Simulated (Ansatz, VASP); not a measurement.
## One calculation of ZnS, two programs

```
Zn S
1.0
     0.00000    2.62794    2.62794
     2.62794    0.00000    2.62794
     2.62794    2.62794    0.00000
Zn S
1 1
Direct
  0.75000 0.75000 0.75000
  0.00000 0.00000 0.00000
```

Change from the starting cell: volume scaled by 0.92.

Alike in both runs: functional PBE; dispersion D3(BJ); k mesh 9 × 9 × 9; occupations gaussian, width 0.025 eV; collinear spin.

|  | VASP | Ansatz |
| --- | --- | --- |
| version | VASP 6.6.1 | Ansatz 0.2.0 |
| potentials or method | VASP PAW PBE potentials, release 64 (Zn, S) | Ansatz PAW |
| plane-wave cutoff (eV) | 520 | 420 |
| valence electrons in the cell | 18 | 18 |
| task | single point | atomic charges |

|  | VASP | Ansatz | Ansatz less VASP |
| --- | --- | --- | --- |
| gap on the k mesh at the Fermi level (eV) | 2.49 | 2.48 | -0.011 |
| least direct gap on the mesh (eV) | 2.49 | 2.48 | -0.011 |
| pressure (GPa) | 6.2 | 6.0 | -0.22 |
| net moment per atom (μB) | 0.00 | 0.00 | 0.000 |

Noted on Ansatz's run: odd divisions of the mesh miss points on the zone boundary, where band edges often lie, so the gap on the mesh can be too wide.
